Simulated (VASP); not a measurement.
# Be2TeS2 (P-4m2) in VASP: a series of runs, part 3 of 4

VASP 6.6.1. The steps go on from the part before.

## Step 4: Single point, PBE+D3(BJ)

This run uses another cell than the first one, of 21.23 Å³/atom.

The input, INCAR:

```
SYSTEM = Be2TeS2
  PREC = Accurate
  ENCUT = 520
  EDIFF = 1E-7
  ISMEAR = 0
  SIGMA = 0.1
  LREAL = .FALSE.
  LASPH = .TRUE.
  NELM = 100
  ALGO = Normal
  ISIF = 2
  LWAVE = .FALSE.
  LCHARG = .TRUE.
  GGA = PE
  IVDW = 12
  LELF = .TRUE.
  LVHAR = .TRUE.
  NBANDS = 19
```

The input, KPOINTS:

```
regular mesh
0
G
  6 6 2
  0 0 0
```

The input, POSCAR:

```
Be2TeS2
1.0
    3.2851050448      0.0000000000      0.0000000000
    0.0000000000      3.2851050448      0.0000000000
    0.0000000000      0.0000000000      9.8338048387
Be Te S
2 1 2
Direct
    0.0000000000      0.0000000000      0.0000000000
    0.5000000000      0.5000000000      0.0000000000
    0.5000000000      0.5000000000      0.5000000000
    0.5000000000      0.0000000000      0.8709761545
    0.0000000000      0.5000000000      0.1290238455
```

Potentials or basis: VASP PAW PBE potentials, release 64 (Be, Te, S).

Launch:

```sh
$ cat potpaw_PBE.64/Be/POTCAR potpaw_PBE.64/Te/POTCAR potpaw_PBE.64/S/POTCAR > POTCAR
$ mpirun -np 1 vasp_std > vasp.out
```

OUTCAR:

```text
SYSTEM = Be2TeS2
   PREC = Accurate
   ENCUT = 520
   EDIFF = 1E-7
   ISMEAR = 0
   LREAL = .FALSE.
   LASPH = .TRUE.
   NELM = 100
   ISIF = 2
   GGA = PE
   IVDW = 12
 IVDW          = 12

 ion  position               nearest neighbor table
   1  0.000  0.000  0.000-   4 2.08   5 2.08   5 2.08   4 2.08   2 2.32   2 2.32   2 2.32   2 2.32

   2  0.500  0.500  0.000-   4 2.08   5 2.08   4 2.08   5 2.08   1 2.32   1 2.32   1 2.32   1 2.32

   3  0.500  0.500  0.500-
   4  0.500  0.000  0.871-   1 2.08   2 2.08   2 2.08   1 2.08
   5  0.000  0.500  0.129-   1 2.08   2 2.08   1 2.08   2 2.08

  LATTYP: Found a simple tetragonal cell.
 ALAT       =     3.2851050448
 C/A-ratio  =     2.9934521742

  Lattice vectors:

 A1 = (   3.2851050448,   0.0000000000,   0.0000000000)
 A2 = (   0.0000000000,   3.2851050448,   0.0000000000)
 A3 = (   0.0000000000,   0.0000000000,   9.8338048387)

Analysis of symmetry for initial positions (statically):
=====================================================================
 Subroutine PRICEL returns:
 Original cell was already a primitive cell.

 Routine SETGRP: Setting up the symmetry group for a
 simple tetragonal supercell.

 Subroutine GETGRP returns: Found  8 space group operations
 (whereof  8 operations were pure point group operations)
 out of a pool of 16 trial point group operations.

The static configuration has the point symmetry D_2d.

Analysis of symmetry for dynamics (positions and initial velocities):
=====================================================================
 Subroutine PRICEL returns:
 Original cell was already a primitive cell.

 Routine SETGRP: Setting up the symmetry group for a
 simple tetragonal supercell.

 Subroutine GETGRP returns: Found  8 space group operations
 (whereof  8 operations were pure point group operations)
 out of a pool of 16 trial point group operations.

The dynamic configuration has the point symmetry D_2d.

 Subroutine INISYM returns: Found  8 space group operations
 (whereof  8 operations are pure point group operations),
 and found     1 'primitive' translations
[... 118 lines left out ...]
  Fermi-wavevector in a.u.,A,eV,Ry     =   0.968893  1.830942 12.772511  0.938753
  Thomas-Fermi vector in A             =   2.098900
   LORBIT       =      0    0 simple, 1 ext, 2 COOP (PROOUT), +10 PAW based schemes
   GGA     = PE    functional components
   LHFCALC =     F    Hartree Fock is set to
   AEXX    =    0.0000 exact exchange contribution
   IVDW    =    12    specifies the selected vdW correction
   LEPSILON=     F    determine dielectric tensor
   LRPA    =     F    only Hartree local field effects (RPA)
 non-spin polarized calculation
 Gauss-broadening in eV      SIGMA  =   0.10
  energy-cutoff  :      520.00
  volume of cell :      106.13
 maximum number of plane-waves:      2920
   NGX = 13   NGY = 13   NGZ = 37

 number of electron      21.9999995 magnetization

 Free energy of the ion-electron system (eV)
  ---------------------------------------------------
  ext. energy  EPLUGINS =         0.00000000
  ---------------------------------------------------
  free energy    TOTEN  =       -21.83458063 eV

  energy without entropy =      -21.82807523  energy(sigma->0) =      -21.83132793

 E-fermi :   3.5180     XC(G=0):  -8.5869

 val. band max:        3.3670107308   @ k =   0.1667   0.0000   0.0000
 cond. band min:       3.5583884186   @ k =   0.1667   0.1667   0.5000
 fundamental gap:      0.1913776879
 Fermi energy:         3.5180495156

 k-point     1 :       0.0000    0.0000    0.0000
  band No.  band energies     occupation
      1     -11.2226      2.00000
      2      -9.5791      2.00000
      3      -8.2982      2.00000
      4      -1.3719      2.00000
      5      -0.0968      2.00000
      6      -0.0968      2.00000
[... 417 lines left out ...]
      6      -0.6947      2.00000
[... 11 lines left out ...]
     18      11.2810      0.00000
     19      11.2810      0.00000

------------------------ aborting loop because EDIFF is reached ----------------------------------------

 Edisp (eV)   -1.41427

 E8    (eV) :    -0.5396

  FORCE on cell =-STRESS in cart. coord.  units (eV):
  Direction    XX          YY          ZZ          XY          YZ          ZX
  --------------------------------------------------------------------------------------
  -------------------------------------------------------------------------------------
  Total       0.11399     0.11399     0.14429     0.00000     0.00000     0.00000
  in kB       1.72088     1.72088     2.17836     0.00000     0.00000     0.00000
  external pressure =        1.87 kB  Pullay stress =        0.00 kB

 VOLUME and BASIS-vectors are now :
 -----------------------------------------------------------------------------
  energy-cutoff  :      520.00
  volume of cell :      106.13
      direct lattice vectors                 reciprocal lattice vectors
     3.285105045  0.000000000  0.000000000     0.304404269  0.000000000  0.000000000
     0.000000000  3.285105045  0.000000000     0.000000000  0.304404269  0.000000000
     0.000000000  0.000000000  9.833804839     0.000000000  0.000000000  0.101690039

 POSITION                                       TOTAL-FORCE (eV/Angst)
 -----------------------------------------------------------------------------------
      0.00000      0.00000      0.00000         0.000000      0.000000      0.000000
      1.64255      1.64255      0.00000         0.000000      0.000000      0.000000
      1.64255      1.64255      4.91690         0.000000     -0.000000      0.000000
      1.64255      0.00000      8.56501         0.000000      0.000000     -0.039674
      0.00000      1.64255      1.26880         0.000000      0.000000      0.039674
 -----------------------------------------------------------------------------------
    total drift:                               -0.000000      0.000000      0.000000

  FREE ENERGIE OF THE ION-ELECTRON SYSTEM (eV)
  ---------------------------------------------------
  free  energy   TOTEN  =       -23.2488507003 eV

  energy  without entropy=      -23.2423453021  energy(sigma->0) =      -23.24559800
```

stdout:

```text
POSCAR found type information on POSCAR BeTeS
 POSCAR found :  3 types and       5 ions
 scaLAPACK will be used
 LDA part: xc-table for (Slater+PW92), standard interpolation
 POSCAR, INCAR and KPOINTS ok, starting setup
 FFT: planning ... GRIDC
 FFT: planning ... GRID_SOFT
 FFT: planning ... GRID
 WAVECAR not read
 entering main loop
```

Wall time 23 s (1 thread of AMD EPYC 9R45 (Zen 5), shared host); peak memory 0.2 GiB.

Results:

| Quantity | Value |
| --- | --- |
| Free energy | -23.2489 eV |
| Pressure | 0.2 GPa |
| Largest force | 0.040 eV/Å |
| Band gap on the k mesh | zero (bands 11 and 12 overlap by 2.34 eV) |
| Dispersion energy per atom | -0.283 eV |

Forces on the atoms (eV/Å):
```
Be   0.000  0.000  0.000
Be   0.000  0.000  0.000
Te   0.000  0.000  0.000
S    0.000  0.000 -0.040
S    0.000  0.000  0.040
```

Caveat: spin-orbit coupling is left out, which moves the levels of the heavy elements.

[end of part 3 of 4]

The gap in the log of VASP goes by the Fermi energy; the results here count the filled bands.